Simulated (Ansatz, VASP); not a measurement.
## HfO2 in VASP and in Ansatz

```
Hf O
1.0
     4.88037    0.00000    0.00000
     0.00000    4.88037    0.00000
     0.00000    0.00000    3.43194
Hf O
2 4
Direct
  0.00000 0.00000 0.00000
  0.50000 0.50000 0.50000
  0.19239 0.80761 0.50000
  0.30761 0.30761 0.00000
  0.69239 0.69239 0.00000
  0.80761 0.19239 0.50000
```

Change from the starting cell: strain along c alone, the other axes held, atoms relaxed: +6.0 %.

Alike in both runs: functional PBE; k mesh 6 × 6 × 8; occupations gaussian, width 0.02 eV; no spin polarisation.

Ansatz relaxed the structure, and its values are those at the end. VASP's run is a single point on that final structure, the one shown.

|  | VASP | Ansatz |
| --- | --- | --- |
| version | VASP 6.6.1 | Ansatz 0.2.0 |
| potentials or method | VASP PAW PBE potentials, release 64 (Hf_pv, O), cutoff 520 eV | scalar-relativistic, plane waves, PAW |
| valence electrons in the cell | 44 | 76 |

Ansatz gave:

```
gap on the k mesh at the Fermi level (eV) : 3.64
least direct gap on the mesh (eV)         : 3.64
pressure (GPa)                            : -12.4
rms of the force components (eV/Å)        : 0.000
```

Question: Which values does VASP return?

Answer: gap on the k mesh at the Fermi level (eV): 3.59; least direct gap on the mesh (eV): 3.59; pressure (GPa): -14.9; rms of the force components (eV/Å): 0.009.

With one functional, cell and mesh, what is left measures potentials, basis and numerics. VASP's potentials hold 44 valence electrons a cell and Ansatz's 76, so a difference there can come from the potentials and not from the codes. Ansatz's warnings: stress scf threshold loose.

Neither program's run includes spin-orbit coupling.
